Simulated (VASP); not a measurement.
# GaP (zincblende type) (F-43m) in VASP: further runs, part 2 of 3

VASP 6.6.1. The steps go on from the part before.

## Step 4: Single point, PBE (volume scaled by 0.64)

The input, INCAR:

```
PREC = Accurate ; ENCUT = 520
EDIFF = 1E-6 ; ISMEAR = -1
SIGMA = 0.1 ; LREAL = F
LASPH = T ; NELM = 80
ALGO = Normal ; ISIF = 2
LWAVE = F ; LCHARG = F
GGA = PE ; NBANDS = 16
```

The input, KPOINTS:

```
regular mesh
0
Gamma
  12 12 12
```

The input, POSCAR:

```
GaP
1.0
    0.0000000000      2.3724671838      2.3724671838
    2.3724671838      0.0000000000      2.3724671838
    2.3724671838      2.3724671838      0.0000000000
Ga P
1 1
Direct
    0.0000000000      0.0000000000      0.0000000000
    0.2500000000      0.2500000000      0.2500000000
```

Potentials or basis: VASP PAW PBE potentials, release 64 (Ga_d, P).

The run is started by

```bash
cat potpaw_PBE.64/Ga_d/POTCAR potpaw_PBE.64/P/POTCAR > POTCAR
mpirun -np 1 vasp_std > vasp.out
```

OUTCAR:

```text
PREC = Accurate
   ENCUT = 520
   EDIFF = 1E-6
   ISMEAR = -1
   LREAL = F
   LASPH = T
   NELM = 80
   ISIF = 2
   GGA = PE

 ion  position               nearest neighbor table
   1  0.000  0.000  0.000-   2 2.05   2 2.05   2 2.05   2 2.05
   2  0.250  0.250  0.250-   1 2.05   1 2.05   1 2.05   1 2.05

  LATTYP: Found a face centered cubic cell.
 ALAT       =     4.7449343676

  Lattice vectors:

 A1 = (   0.0000000000,   2.3724671838,   2.3724671838)
 A2 = (   2.3724671838,   0.0000000000,   2.3724671838)
 A3 = (   2.3724671838,   2.3724671838,   0.0000000000)

Analysis of symmetry for initial positions (statically):
=====================================================================
 Subroutine PRICEL returns:
 Original cell was already a primitive cell.

 Routine SETGRP: Setting up the symmetry group for a
 face centered cubic supercell.

 Subroutine GETGRP returns: Found 24 space group operations
 (whereof 24 operations were pure point group operations)
 out of a pool of 48 trial point group operations.

The static configuration has the point symmetry T_d .
[... 158 lines left out ...]

  energy without entropy =       -6.29814218  energy(sigma->0) =       -6.29858207

 E-fermi :  10.2381     XC(G=0): -11.8685

 val. band max:       10.0420853070   @ k =   0.0000   0.0000   0.0000
 cond. band min:      10.4843992430   @ k =   0.5000   0.5000   0.0000
 fundamental gap:      0.4423139360
 Fermi energy:        10.2380604124

 k-point     1 :       0.0000    0.0000    0.0000
  band No.  band energies     occupation
      1      -6.4871      2.00000
      2      -6.1049      2.00000
      3      -6.1049      2.00000
      4      -6.1049      2.00000
      5      -5.7989      2.00000
      6      -5.7989      2.00000
[... 433 lines left out ...]
      3      -5.9897      2.00000
      4      -5.8061      2.00000
      5      -5.7781      2.00000
      6      -2.3184      2.00000
[... 8 lines left out ...]
     15      21.6653      0.00000
     16      24.2875      0.00000

 [... further k-points ...]

------------------------ aborting loop because EDIFF is reached ----------------------------------------

  FORCE on cell =-STRESS in cart. coord.  units (eV):
  Direction    XX          YY          ZZ          XY          YZ          ZX
  --------------------------------------------------------------------------------------
  -------------------------------------------------------------------------------------
  Total       14.8287174     14.8287174     14.8287174     -0.0000000      0.0000000     -0.0000000
  in kB      889.5769737    889.5769737    889.5769737     -0.0000000      0.0000000     -0.0000000
  external PRESSURE =     889.5769737 kB  Pullay stress =       0.0000000 kB

 VOLUME and BASIS-vectors are now :
 -----------------------------------------------------------------------------
  energy-cutoff  :      520.00
  volume of cell :       26.71
      direct lattice vectors                 reciprocal lattice vectors
     0.000000000  2.372467184  2.372467184    -0.210751071  0.210751071  0.210751071
     2.372467184  0.000000000  2.372467184     0.210751071 -0.210751071  0.210751071
     2.372467184  2.372467184  0.000000000     0.210751071  0.210751071 -0.210751071

 POSITION                                       TOTAL-FORCE (eV/Angst)
 -----------------------------------------------------------------------------------
      0.00000      0.00000      0.00000         0.000000      0.000000      0.000000
      1.18623      1.18623      1.18623        -0.000000     -0.000000     -0.000000
 -----------------------------------------------------------------------------------
    total drift:                                0.000002      0.000002      0.000002

  FREE ENERGIE OF THE ION-ELECTRON SYSTEM (eV)
  ---------------------------------------------------
  free  energy   TOTEN  =        -6.2990219559 eV

  energy  without entropy=       -6.2981421814  energy(sigma->0) =       -6.29858207
```

OSZICAR:

```text
N       E                     dE             d eps       ncg     rms          rms(c)
DAV:   1     0.813853850689E+02    0.81385E+02   -0.89848E+03  2496   0.190E+03
DAV:   2    -0.143498998987E+01   -0.82820E+02   -0.78348E+02  2592   0.320E+02
DAV:   3    -0.670668594495E+01   -0.52717E+01   -0.52525E+01  2920   0.632E+01
DAV:   4    -0.677474154590E+01   -0.68056E-01   -0.68044E-01  2736   0.745E+00
DAV:   5    -0.677592390777E+01   -0.11824E-02   -0.11823E-02  3112   0.913E-01    0.709E+00
DAV:   6    -0.638008377716E+01    0.39584E+00   -0.45774E-01  3664   0.173E+01    0.488E+00
DAV:   7    -0.629981111421E+01    0.80273E-01   -0.23037E-01  3112   0.442E+00    0.175E+00
DAV:   8    -0.629889533115E+01    0.91578E-03   -0.18966E-02  2656   0.193E+00    0.717E-01
DAV:   9    -0.629906750854E+01   -0.17218E-03   -0.17794E-03  3008   0.448E-01    0.855E-02
DAV:  10    -0.629898979897E+01    0.77710E-04   -0.12079E-04  3032   0.220E-01    0.543E-02
DAV:  11    -0.629902200014E+01   -0.32201E-04   -0.50234E-05  2704   0.627E-02    0.152E-02
DAV:  12    -0.629902195594E+01    0.44201E-07   -0.15931E-06  2640   0.119E-02
   1 F= -.62990220E+01 E0= -.62985821E+01  d E =-.879775E-03
```

Run time: 30 s. Hardware: 1 thread of Intel Xeon 6975P-C (Granite Rapids), shared host; peak memory 0.17 GiB.

What came out:

* Free energy: -6.2990 eV
* Pressure: 89.0 GPa
* Band gap on the k mesh: 0.44 eV, indirect (least direct gap 3.39 eV)

(Part 2 of 3 ends here.)
